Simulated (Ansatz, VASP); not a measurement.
## One calculation of Al3Si2F, two programs

```
Al Si F
1.0
     2.68309    1.54909    4.99445
    -2.68309    1.54909    4.99445
     0.00000   -3.09817    4.99445
Al Si F
3 2 1
Direct
  0.54442 0.04550 0.54442
  0.54442 0.54442 0.04550
  0.04550 0.54442 0.54442
  0.24716 0.24716 0.24716
  0.09090 0.09090 0.09090
  0.80691 0.80691 0.80691
```

Alike in both runs: functional PBE; k mesh 3 × 3 × 3; occupations gaussian, width 0.15 eV; no spin polarisation.

Ansatz relaxed the structure, and its values are those at the end. VASP's run is a single point on that final structure, the one shown.

|  | VASP | Ansatz |
| --- | --- | --- |
| version | VASP 6.6.1 | Ansatz 0.2.0 |
| potentials or method | VASP PAW PBE potentials, release 64 (Al, Si, F), cutoff 600 eV | scalar-relativistic, plane waves, PAW |
| valence electrons in the cell | 24 | 24 |

VASP gave:

```
gap on the k mesh at the Fermi level (eV) : none
pressure (GPa)                            : 0.0
rms of the force components (eV/Å)        : 0.009
```

Which values does Ansatz return?

gap on the k mesh at the Fermi level (eV): none; pressure (GPa): 0.0; rms of the force components (eV/Å): 0.008.

A gap of «none» marks a metal or a gap that the smearing closes.

The k mesh is coarse, so the values compare programs but aren't converged.
